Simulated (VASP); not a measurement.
# SrTa2O7F2 (I4/mmm) in VASP: single point with r2SCAN

Aim: the single point of SrTa2O7F2 with r2SCAN.

Everything below comes from runs of VASP 6.6.1. Logs are shortened: lines on timing, memory, paths and dates and some standing lists are left out, and cuts for length are marked.

## Step 1: The cell of the first run

It takes space group I4/mmm (No. 139, tetragonal). Conventional cell: a = 3.916 Å, b = 3.916 Å, c = 18.043 Å, α = 90.00°, β = 90.00°, γ = 90.00°. Ta (site symmetry 4mm) has 6 O at 1.98 to 2.10 Å within 2.6 Å. O (site symmetry 4mm) has 4 F at 1.99 Å and 1 Ta at 2.03 Å within 2.6 Å. O (site symmetry 2mm) has 2 Ta at 1.98 Å and 1 F at 2.67 Å and 6 O at 2.69 to 2.77 Å and 2 Sr at 2.69 Å within 2.8 Å. O (site symmetry 4/mmm) has 2 Ta at 2.10 Å and 8 O at 2.69 Å and 4 Sr at 2.77 Å within 2.8 Å. Sr (site symmetry 4/mmm) has 12 O at 2.69 to 2.77 Å and 8 Ta at 3.48 Å within 3.5 Å. F (site symmetry -4m2) has 6 O at 1.99 to 2.67 Å and 4 F at 2.77 Å within 2.8 Å.

## Step 2: Single point, r2SCAN

File POSCAR:

```
SrTa2O7F2
1.0
    0.0000000000      3.9158870000      0.0000001085
    3.9158870000      0.0000000000      0.0000001085
    1.9579437500      1.9579437500     -9.0216388915
Ta O Sr F
2 7 1 2
Direct
    0.3833458201      0.3833458201      0.2333083597
    0.6166541799      0.6166541799      0.7666916403
    0.2709614869      0.2709614869      0.4580770262
    0.7290385131      0.7290385131      0.5419229738
    0.6022524155      0.1022524155      0.7954951690
    0.1022524155      0.6022524155      0.7954951690
    0.3977475845      0.8977475845      0.2045048310
    0.8977475845      0.3977475845      0.2045048310
    0.5000000000      0.5000000000      0.0000000000
    0.0000000000      0.0000000000      0.0000000000
    0.7500000000      0.2500000000      0.5000000000
    0.2500000000      0.7500000000      0.5000000000
```

File INCAR.step1:

```
PREC     = Accurate       # precision mode
ENCUT    = 520            # plane-wave cutoff, eV
ISMEAR   = -1             # smearing method
SIGMA    = 0.1            # smearing width, eV
LREAL    = False          # projectors in reciprocal space
LASPH    = True           # aspherical terms in the spheres
NELM     = 100            # most SCF steps
NBANDS   = 56             # bands
GGA      = PE             # functional
ALGO     = Normal         # electronic algorithm
EDIFF    = 1E-4           # SCF threshold, eV
LWAVE    = True           # write WAVECAR
LCHARG   = False          # write CHGCAR
```

File INCAR.step2:

```
PREC     = Accurate       # precision mode
ENCUT    = 520            # plane-wave cutoff, eV
EDIFF    = 1E-6           # SCF threshold, eV
ISMEAR   = -1             # smearing method
SIGMA    = 0.1            # smearing width, eV
LREAL    = False          # projectors in reciprocal space
LASPH    = True           # aspherical terms in the spheres
NELM     = 100            # most SCF steps
ALGO     = Normal         # electronic algorithm
ISIF     = 2              # what is computed and relaxed
LWAVE    = False          # write WAVECAR
LCHARG   = False          # write CHGCAR
METAGGA  = R2SCAN         # meta-GGA
LMIXTAU  = True         
NBANDS   = 56             # bands
ISTART   = 1
```

File KPOINTS:

```
Automatic mesh
0
Gamma
  5 5 5
```

Potentials or basis: VASP PAW PBE potentials, release 64 (Ta_pv, O, Sr_sv, F).

On the command line:

```
cat potpaw_PBE.64/Ta_pv/POTCAR potpaw_PBE.64/O/POTCAR potpaw_PBE.64/Sr_sv/POTCAR potpaw_PBE.64/F/POTCAR > POTCAR
cp INCAR.step1 INCAR
mpirun -np 1 vasp_std > vasp.out
cp INCAR.step2 INCAR
mpirun -np 1 vasp_std > vasp.out
```

OUTCAR:

```text
PREC = Accurate
   ENCUT = 520
   EDIFF = 1E-6
   ISMEAR = -1
   LREAL = False
   LASPH = True
   NELM = 100
   ISIF = 2
   METAGGA = R2SCAN
   ISTART = 1

 ion  position               nearest neighbor table
   1  0.383  0.383  0.233-   7 1.98   8 1.98   8 1.98   7 1.98   3 2.03   9 2.10  10 3.48  10 3.48
                            10 3.48  10 3.48
   2  0.617  0.617  0.767-   5 1.98   6 1.98   5 1.98   6 1.98   4 2.03   9 2.10  10 3.48  10 3.48
                            10 3.48  10 3.48
   3  0.271  0.271  0.458-   1 2.03
   4  0.729  0.729  0.542-   2 2.03
   5  0.602  0.102  0.795-   2 1.98   2 1.98  10 2.69  10 2.69
   6  0.102  0.602  0.795-   2 1.98   2 1.98  10 2.69  10 2.69
   7  0.398  0.898  0.205-   1 1.98   1 1.98  10 2.69  10 2.69
   8  0.898  0.398  0.205-   1 1.98   1 1.98  10 2.69  10 2.69
   9  0.500  0.500  0.000-   1 2.10   2 2.10  10 2.77  10 2.77  10 2.77  10 2.77
  10  0.000  0.000  0.000-   5 2.69   6 2.69   8 2.69   7 2.69   7 2.69   8 2.69   5 2.69   6 2.69
                             9 2.77   9 2.77   9 2.77   9 2.77   1 3.48   2 3.48   1 3.48   1 3.48
  11  0.750  0.250  0.500-
  12  0.250  0.750  0.500-

  LATTYP: Found a body centered tetragonal cell.
 ALAT       =     3.9158870000
 C/A-ratio  =     4.6077116117

  Lattice vectors:

 A1 = (  -1.9579437500,   1.9579432500,   9.0216390000)
 A2 = (   1.9579432500,  -1.9579437500,   9.0216390000)
 A3 = (   1.9579437500,   1.9579437500,  -9.0216388915)

Analysis of symmetry for initial positions (statically):
=====================================================================
 Subroutine PRICEL returns:
 Original cell was already a primitive cell.

 Routine SETGRP: Setting up the symmetry group for a
 body centered tetragonal supercell.

 Subroutine GETGRP returns: Found 16 space group operations
 (whereof 16 operations were pure point group operations)
 out of a pool of 16 trial point group operations.

The static configuration has the point symmetry D_4h.

Analysis of symmetry for dynamics (positions and initial velocities):
=====================================================================
 Subroutine PRICEL returns:
 Original cell was already a primitive cell.

 Routine SETGRP: Setting up the symmetry group for a
 body centered tetragonal supercell.
[... 124 lines left out ...]
   ISIF   =      2    stress and relaxation
   ISYM   =      2    0-nonsym 1-usesym 2-fastsym
   POTIM  = 0.5000    time-step for ionic-motion
   TEBEG  =    0.0;   TEEND  =   0.0 temperature during run
   PSTRESS=    0.0 pullay stress
   NELECT =      88.0000    total number of electrons
   NUPDOWN=      -1.0000    fix difference up-down
   EMIN   =  10.00;   EMAX   =-10.00  energy-range for DOS
   EFERMI =   0.00;   METHOD = LEGACY
   ISMEAR =    -1;   SIGMA  =   0.10  broadening in eV -4-tet -1-fermi 0-gaus
   EFERMI_NEDOS =   21; number of points for ismear=-14 and -15
   IALGO  =     38    algorithm
   IMIX   =      4    mixing-type and parameters
     AMIX     =   0.40;   BMIX     =  1.00
     AMIX_MAG =   1.60;   BMIX_MAG =  1.00
  volume/ion in A,a.u.               =      11.53        77.80
  Fermi-wavevector in a.u.,A,eV,Ry     =   1.407950  2.660639 26.971133  1.982322
  Thomas-Fermi vector in A             =   2.530157
   LORBIT       =      0    0 simple, 1 ext, 2 COOP (PROOUT), +10 PAW based schemes
   METAGGA = R2SCAN    functional components
   LHFCALC =     F    Hartree Fock is set to
   AEXX    =    0.0000 exact exchange contribution
   IVDW    =     0    specifies the selected vdW correction
   LEPSILON=     F    determine dielectric tensor
   LRPA    =     F    only Hartree local field effects (RPA)
 non-spin polarized calculation
  energy-cutoff  :      520.00
  volume of cell :      138.34
 maximum number of plane-waves:      3745
 NGX is ok and might be reduce to    30
   NGX = 15   NGY = 15   NGZ = 35

 number of electron      88.0000042 magnetization

 Free energy of the ion-electron system (eV)
  ---------------------------------------------------
  ext. energy  EPLUGINS =         0.00000000
  ---------------------------------------------------
  free energy    TOTEN  =      -184.45271537 eV

  energy without entropy =     -184.33824077  energy(sigma->0) =     -184.39547807

 E-fermi :   2.4470     XC(G=0): -11.6773

 val. band max:        2.4331235017   @ k =  -0.2000   0.2000   0.0000
 cond. band min:       2.6123477478   @ k =   0.0000   0.0000   0.4000
 fundamental gap:      0.1792242461
 Fermi energy:         2.4469626315

 k-point     1 :       0.0000    0.0000    0.0000
  band No.  band energies     occupation
      1     -34.0897      2.00000
      2     -34.0875      2.00000
      3     -34.0875      2.00000
      4     -34.0867      2.00000
      5     -34.0867      2.00000
      6     -34.0610      2.00000
[... 1051 lines left out ...]
     55       9.5405      0.00000
     56       9.5601      0.00000

------------------------ aborting loop because EDIFF is reached ----------------------------------------

  FORCE on cell =-STRESS in cart. coord.  units (eV):
  Direction    XX          YY          ZZ          XY          YZ          ZX
  --------------------------------------------------------------------------------------
  -------------------------------------------------------------------------------------
  Total        5.0773987      5.0773987     -1.8081735     -0.0000000      0.0000002      0.0000002
  in kB       58.8038958     58.8038958    -20.9413628     -0.0000000      0.0000022      0.0000022
  external PRESSURE =      32.2221430 kB  Pullay stress =       0.0000000 kB

 VOLUME and BASIS-vectors are now :
 -----------------------------------------------------------------------------
  energy-cutoff  :      520.00
  volume of cell :      138.34
      direct lattice vectors                 reciprocal lattice vectors
     0.000000000  3.915887000  0.000000108    -0.000000002  0.255369982  0.055422309
     3.915887000  0.000000000  0.000000108     0.255369982 -0.000000002  0.055422309
     1.957943750  1.957943750 -9.021638892     0.000000003  0.000000003 -0.110844604

 POSITION                                       TOTAL-FORCE (eV/Angst)
 -----------------------------------------------------------------------------------
      1.95794      1.95794     -2.10482         0.000000      0.000000     -0.018379
      3.91589      3.91589     -6.91681        -0.000000     -0.000000      0.018379
      1.95794      1.95794     -4.13261         0.000000      0.000000     -0.105285
      3.91589      3.91589     -4.88903        -0.000000     -0.000000      0.105285
      1.95794      3.91589     -7.17667         0.000000      0.000000     -0.005354
      3.91589      1.95794     -7.17667         0.000000      0.000000     -0.005354
      3.91589      1.95794     -1.84497        -0.000000     -0.000000      0.005354
      1.95794      3.91589     -1.84497        -0.000000     -0.000000      0.005354
      1.95794      1.95794      0.00000        -0.000000     -0.000000     -0.000000
      0.00000      0.00000      0.00000        -0.000000     -0.000000     -0.000000
      1.95794      3.91589     -4.51082        -0.000000     -0.000000     -0.000000
      3.91589      1.95794     -4.51082        -0.000000     -0.000000     -0.000000
 -----------------------------------------------------------------------------------
    total drift:                                0.000000      0.000000     -0.000000

  FREE ENERGIE OF THE ION-ELECTRON SYSTEM (eV)
  ---------------------------------------------------
  free  energy   TOTEN  =      -184.4527153713 eV

  energy  without entropy=     -184.3382407731  energy(sigma->0) =     -184.39547807
```

Wall time 9.4 min (1 thread of Intel Xeon Platinum 8175M at 2.50GHz (Skylake/Cascade Lake), shared host); peak memory 0.33 GiB.

What came out:

```yaml
Free_energy: -184.4527 eV
Pressure: 3.2 GPa
Largest_force: 0.105 eV/Å
Band_gap_on_the_k_mesh: zero (bands 44 and 45 overlap by 1.07 eV)
```

Forces on the atoms (eV/Å):
```
Ta   0.000  0.000 -0.018
Ta   0.000  0.000  0.018
O    0.000  0.000 -0.105
O    0.000  0.000  0.105
O    0.000  0.000 -0.005
O    0.000  0.000 -0.005
O    0.000  0.000  0.005
O    0.000  0.000  0.005
O    0.000  0.000  0.000
Sr   0.000  0.000  0.000
F    0.000  0.000  0.000
F    0.000  0.000  0.000
```

Caveat: the stress differs along the axes, from -2 to 6 GPa; the PAW data sets were made with another functional, which shifts forces and pressure a little; spin-orbit coupling is left out, which moves the levels of the heavy elements.

The gap in the log of VASP goes by the Fermi energy; the results here count the filled bands.